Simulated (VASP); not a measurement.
# CoSn (P6/mmm) in VASP: density of states with PBE

Aim: the density of states of CoSn with PBE.

All numbers are computed with VASP 6.6.1; they aren't measurements. Logs are shortened: lines on timing, memory, paths and dates and some standing lists are left out, and cuts for length are marked.

### Step 1. The cell of the first run

The structure is hexagonal, space group P6/mmm (No. 191). The conventional cell has a = 5.297 Å, b = 5.297 Å, c = 4.230 Å, α = 90.00°, β = 90.00°, γ = 120.00°. Co (site symmetry mmm) has 6 Sn at 2.61 to 2.65 Å and 4 Co at 2.65 Å within 3.4 Å. Sn (site symmetry -6m2) has 6 Co at 2.61 Å and 3 Sn at 3.06 Å within 3.4 Å. Sn (site symmetry 6/mmm) has 6 Co at 2.65 Å within 3.5 Å.

### Step 2. Density of states, PBE

POSCAR reads:

```
CoSn
1.0
    5.2965850009      0.0000000000      0.0000000000
   -2.6482925004      4.5869771641      0.0000000000
    0.0000000000      0.0000000000      4.2302876772
Co Sn
3 3
Direct
    0.0000000000      0.5000000000      0.0000000000
    0.5000000000      0.5000000000      0.0000000000
    0.5000000000      0.0000000000      0.0000000000
    0.6666666667      0.3333333333      0.5000000000
    0.3333333333      0.6666666667      0.5000000000
    0.0000000000      0.0000000000      0.0000000000
```

INCAR.step1 reads:

```
SYSTEM = CoSn
  PREC = Accurate
  ENCUT = 520
  EDIFF = 1E-7
  ISMEAR = 0
  SIGMA = 0.1
  LREAL = .False.
  LASPH = .True.
  NELM = 100
  ALGO = Normal
  ISIF = 2
  LWAVE = .False.
  LCHARG = .True.
  LMAXMIX = 4
  GGA = PE
  NBANDS = 44
```

KPOINTS.step1 reads:

```
regular mesh
0
Gamma
  12 12 8
  0 0 0
```

INCAR.step2 reads:

```
SYSTEM = CoSn
  PREC = Accurate
  ENCUT = 520
  EDIFF = 1E-7
  ISMEAR = -5
  SIGMA = 0.1
  LREAL = .False.
  LASPH = .True.
  NELM = 100
  ALGO = Normal
  ISIF = 2
  LWAVE = .False.
  LCHARG = .False.
  LMAXMIX = 4
  GGA = PE
  LORBIT = 11
  NEDOS = 2001
  ICHARG = 11
```

KPOINTS.step2 reads:

```
regular mesh
0
Gamma
  18 18 12
  0 0 0
```

Potentials or basis: VASP PAW PBE potentials, release 64 (Co, Sn_d).

Run with:

```
$ cat potpaw_PBE.64/Co/POTCAR potpaw_PBE.64/Sn_d/POTCAR > POTCAR
$ cp INCAR.step1 INCAR
$ cp KPOINTS.step1 KPOINTS
$ mpirun -np 1 vasp_std > vasp.out
$ cp INCAR.step2 INCAR
$ cp KPOINTS.step2 KPOINTS
$ mpirun -np 1 vasp_std > vasp.out
```

OUTCAR:

```text
SYSTEM = CoSn
   PREC = Accurate
   ENCUT = 520
   EDIFF = 1E-7
   ISMEAR = -5
   LREAL = .False.
   LASPH = .True.
   NELM = 100
   ISIF = 2
   GGA = PE
   LORBIT = 11
   ICHARG = 11

 ion  position               nearest neighbor table
   1  0.000  0.500  0.000-   4 2.61   5 2.61   4 2.61   5 2.61   6 2.65   6 2.65   2 2.65   2 2.65
                             3 2.65   3 2.65
   2  0.500  0.500  0.000-   4 2.61   5 2.61   4 2.61   5 2.61   3 2.65   3 2.65   1 2.65   1 2.65
                             6 2.65   6 2.65
   3  0.500  0.000  0.000-   4 2.61   5 2.61   4 2.61   5 2.61   2 2.65   2 2.65   6 2.65   6 2.65
                             1 2.65   1 2.65
   4  0.667  0.333  0.500-   3 2.61   3 2.61   1 2.61   1 2.61   2 2.61   2 2.61   5 3.06   5 3.06
                             5 3.06   6 3.72   6 3.72   6 3.72   6 3.72   6 3.72   6 3.72
   5  0.333  0.667  0.500-   3 2.61   3 2.61   1 2.61   1 2.61   2 2.61   2 2.61   4 3.06   4 3.06
                             4 3.06   6 3.72   6 3.72   6 3.72   6 3.72   6 3.72   6 3.72
   6  0.000  0.000  0.000-   1 2.65   1 2.65   3 2.65   3 2.65   2 2.65   2 2.65   5 3.72   4 3.72
                             5 3.72   4 3.72   4 3.72   4 3.72   5 3.72   5 3.72   4 3.72   5 3.72

  LATTYP: Found a hexagonal cell.
 ALAT       =     5.2965850009
 C/A-ratio  =     0.7986821087

  Lattice vectors:

 A1 = (   5.2965850009,   0.0000000000,   0.0000000000)
 A2 = (  -2.6482925004,   4.5869771641,   0.0000000000)
 A3 = (   0.0000000000,   0.0000000000,   4.2302876772)

Analysis of symmetry for initial positions (statically):
=====================================================================
 Subroutine PRICEL returns:
 Original cell was already a primitive cell.

 Routine SETGRP: Setting up the symmetry group for a
 hexagonal supercell.

 Subroutine GETGRP returns: Found 24 space group operations
 (whereof 24 operations were pure point group operations)
 out of a pool of 24 trial point group operations.

The static configuration has the point symmetry D_6h.

Analysis of symmetry for dynamics (positions and initial velocities):
=====================================================================
 Subroutine PRICEL returns:
 Original cell was already a primitive cell.

 Routine SETGRP: Setting up the symmetry group for a
 hexagonal supercell.

 Subroutine GETGRP returns: Found 24 space group operations
 (whereof 24 operations were pure point group operations)
 out of a pool of 24 trial point group operations.

The dynamic configuration has the point symmetry D_6h.

 Subroutine INISYM returns: Found 24 space group operations
 (whereof 24 operations are pure point group operations),
 and found     1 'primitive' translations

----------------------------------------------------------------------------------------

                                     Primitive cell

  volume of cell :     102.7762

  direct lattice vectors                    reciprocal lattice vectors
     5.296585001  0.000000000  0.000000000     0.188800897  0.109004249  0.000000000
    -2.648292500  4.586977164  0.000000000     0.000000000  0.218008498  0.000000000
     0.000000000  0.000000000  4.230287677     0.000000000  0.000000000  0.236390543

  length of vectors
     5.296585001  5.296585001  4.230287677     0.218008498  0.218008498  0.236390543

  position of ions in fractional coordinates (direct lattice)
     0.000000000  0.500000000  0.000000000
     0.500000000  0.500000000  0.000000000
     0.500000000  0.000000000  0.000000000
     0.666666667  0.333333333  0.500000000
     0.333333333  0.666666667  0.500000000
     0.000000000  0.000000000  0.000000000

  ion indices of the primitive-cell ions
   primitive index   ion index
                 1           1
                 2           2
                 3           3
                 4           4
                 5           5
                 6           6

----------------------------------------------------------------------------------------

 KPOINTS: regular mesh

Automatic generation of k-mesh.
 Grid dimensions read from file:
 generate k-points for:   18   18   12

 Generating k-lattice:

  Cartesian coordinates                     Fractional coordinates (reciprocal lattice)
     0.010488939  0.006055792  0.000000000     0.055555556  0.000000000  0.000000000
     0.000000000  0.012111583  0.000000000     0.000000000  0.055555556  0.000000000
     0.000000000  0.000000000  0.019699212     0.000000000  0.000000000  0.083333333

  Length of vectors
     0.012111583  0.012111583  0.019699212

  Shift w.r.t. Gamma in fractional coordinates (k-lattice)
     0.000000000  0.000000000  0.000000000

 TETIRR: Found   3954 inequivalent tetrahedra from    23328

 Subroutine IBZKPT returns following result:
 ===========================================

 Found    259 irreducible k-points:

 Following reciprocal coordinates:
            Coordinates               Weight
  0.000000  0.000000  0.000000      1.000000
  0.055556  0.000000  0.000000      6.000000
  0.111111  0.000000  0.000000      6.000000
  0.166667  0.000000  0.000000      6.000000
  0.222222 -0.000000  0.000000      6.000000
  0.277778  0.000000  0.000000      6.000000
[... 16 lines left out ...]
  0.333333  0.111111  0.000000     12.000000
  0.388889  0.111111  0.000000     12.000000
 [... further k-points ...]
   k-points           NKPTS =    259   k-points in BZ     NKDIM =    259   number of bands    NBANDS=     41
   number of dos      NEDOS =   2001   number of ions     NIONS =      6
   total plane-waves  NPLWV =  51200
   dimension x,y,z NGX =    40 NGY =   40 NGZ =   32
   dimension x,y,z NGXF=    80 NGYF=   80 NGZF=   64
   ions per type =               3   3
   NGX,Y,Z   is equivalent  to a cutoff of  12.55, 12.55, 12.58 a.u.
   NGXF,Y,Z  is equivalent  to a cutoff of  25.11, 25.11, 25.15 a.u.
 SYSTEM =  CoSn
   PREC   = accura    normal or accurate (medium, high low for compatibility)
   ISTART =      0    job   : 0-new  1-cont  2-samecut
   ICHARG =     11    charge: 1-file 2-atom 10-const
   ISPIN  =      1    spin polarized calculation?
   LNONCOLLINEAR =      F non collinear calculations
   LSORBIT =      F    spin-orbit coupling
   LASPH  =      T    aspherical Exc in radial PAW
   ENCUT  =  520.0 eV  38.22 Ry    6.18 a.u.   9.85  9.85  7.87*2*pi/ulx,y,z
   NELM   =    100;   NELMIN=  2; NELMDL=  0     # of ELM steps
   EDIFF  = 0.1E-06   stopping-criterion for ELM
   LREAL  =      F    real-space projection
   EDIFFG = 0.1E-05   stopping-criterion for IOM
   NSW    =      0    number of steps for IOM
   IBRION =     -1    ionic relax: 0-MD 1-quasi-New 2-CG
   NFREE  =      0    steps in history (QN), initial steepest desc. (CG)
   ISIF   =      2    stress and relaxation
   ISYM   =      2    0-nonsym 1-usesym 2-fastsym
   POTIM  = 0.5000    time-step for ionic-motion
   TEBEG  =    0.0;   TEEND  =   0.0 temperature during run
   PSTRESS=    0.0 pullay stress
   NELECT =      69.0000    total number of electrons
   NUPDOWN=      -1.0000    fix difference up-down
   EMIN   =  10.00;   EMAX   =-10.00  energy-range for DOS
   EFERMI =   0.00;   METHOD = LEGACY
   ISMEAR =    -5;   SIGMA  =   0.10  broadening in eV -4-tet -1-fermi 0-gaus
   EFERMI_NEDOS =   21; number of points for ismear=-14 and -15
   IALGO  =     38    algorithm
   IMIX   =      4    mixing-type and parameters
     AMIX     =   0.40;   BMIX     =  1.00
     AMIX_MAG =   1.60;   BMIX_MAG =  1.00
  volume/ion in A,a.u.               =      17.13       115.59
  Fermi-wavevector in a.u.,A,eV,Ry     =   1.433487  2.708897 27.958402  2.054885
  Thomas-Fermi vector in A             =   2.553000
   LORBIT       =     11    0 simple, 1 ext, 2 COOP (PROOUT), +10 PAW based schemes
   GGA     = PE    functional components
   LHFCALC =     F    Hartree Fock is set to
   AEXX    =    0.0000 exact exchange contribution
   IVDW    =     0    specifies the selected vdW correction
   LEPSILON=     F    determine dielectric tensor
   LRPA    =     F    only Hartree local field effects (RPA)
 non-spin polarized calculation
 Fermi weights with tetrahedron method with Bloechl corrections
  energy-cutoff  :      520.00
  volume of cell :      102.78
 maximum number of plane-waves:      2802
 NGX is ok and might be reduce to    40

 number of electron      69.0000014 magnetization

 Free energy of the ion-electron system (eV)
  ---------------------------------------------------
  ext. energy  EPLUGINS =         0.00000000
  ---------------------------------------------------
  free energy    TOTEN  =       -33.24260774 eV

  energy without entropy =      -33.24260774  energy(sigma->0) =      -33.24260774

 E-fermi :   9.7726     XC(G=0): -11.7042

 val. band max:        9.7925025129   @ k =   0.2222   0.0556   0.0000
 cond. band min:       9.7420641038   @ k =   0.1111   0.0000   0.5000
 fundamental gap:     -0.0504384091
 Fermi energy:         9.7725933987

 k-point     1 :       0.0000    0.0000    0.0000
  band No.  band energies     occupation
      1     -11.7612      2.00000
      2     -11.6489      2.00000
      3     -11.6489      2.00000
      4     -11.6161      2.00000
      5     -11.6161      2.00000
      6     -11.5180      2.00000
[... 33 lines left out ...]
     40      13.3308      0.00000
     41      14.8654      0.00000

 k-point     2 :       0.0556    0.0000    0.0000
  band No.  band energies     occupation
      1     -11.7610      2.00000
      2     -11.6491      2.00000
      3     -11.6489      2.00000
      4     -11.6188      2.00000
      5     -11.6175      2.00000
      6     -11.5236      2.00000
[... 957 lines left out ...]
     40      13.2637      0.00000
     41      13.4014      0.00000

 k-point    24 :       0.3889    0.1111    0.0000
  band No.  band energies     occupation
      1     -11.7545      2.00000
      2     -11.6870      2.00000
      3     -11.6544      2.00000
      4     -11.6442      2.00000
      5     -11.6431      2.00000
      6     -11.5547      2.00000
[... 33 lines left out ...]
     40      13.2829      0.00000
     41      13.3599      0.00000

 [... further k-points ...]
[... 5 lines left out ...]
  --------------------------------------------------------------------------------------
  -------------------------------------------------------------------------------------
  Total        0.2172462      0.2172462      0.2444295      0.0000000      0.0000000      0.0000000
  in kB        3.3866502      3.3866502      3.8104106      0.0000000      0.0000000      0.0000000
  external PRESSURE =       3.5279037 kB  Pullay stress =       0.0000000 kB

 VOLUME and BASIS-vectors are now :
 -----------------------------------------------------------------------------
  energy-cutoff  :      520.00
  volume of cell :      102.78
      direct lattice vectors                 reciprocal lattice vectors
     5.296585001  0.000000000  0.000000000     0.188800897  0.109004249  0.000000000
    -2.648292500  4.586977164  0.000000000     0.000000000  0.218008498  0.000000000
     0.000000000  0.000000000  4.230287677     0.000000000  0.000000000  0.236390543

 POSITION                                       TOTAL-FORCE (eV/Angst)
 -----------------------------------------------------------------------------------
     -1.32415      2.29349      0.00000         0.000000      0.000000     -0.000000
      1.32415      2.29349      0.00000         0.000000      0.000000     -0.000000
      2.64829      0.00000      0.00000        -0.000000      0.000000     -0.000000
      2.64829      1.52899      2.11514         0.000000     -0.000000     -0.000000
     -0.00000      3.05798      2.11514        -0.000000      0.000000      0.000000
      0.00000      0.00000      0.00000         0.000000      0.000000     -0.000000
 -----------------------------------------------------------------------------------
    total drift:                               -0.000000      0.000000     -0.000000

  FREE ENERGIE OF THE ION-ELECTRON SYSTEM (eV)
  ---------------------------------------------------
  free  energy   TOTEN  =       -33.2426077363 eV

  energy  without entropy=      -33.2426077363  energy(sigma->0) =      -33.24260774

 total charge

# of ion       s       p       d       tot
------------------------------------------
    1        0.394   0.450   7.467   8.310
    2        0.394   0.450   7.467   8.310
    3        0.394   0.450   7.467   8.310
    4        1.129   1.238  10.063  12.430
    5        1.129   1.238  10.063  12.430
    6        1.162   1.094  10.035  12.291
--------------------------------------------------
tot          4.602   4.919  52.562  62.083
```

Run time: 19 min. Hardware: 1 thread of Intel Xeon Platinum 8488C (Sapphire Rapids), shared host; peak memory 0.86 GiB.

Results:

```
Valence electrons inside the program's atomic spheres : Co 8.31; Sn 12.43, 12.29
```

Caveat: spin-orbit coupling is left out, which moves the levels of the heavy elements; tetrahedron occupations give inexact forces and stress in metals. Spin polarisation is off, so any magnetic state and its effect on volume and gap are missing.
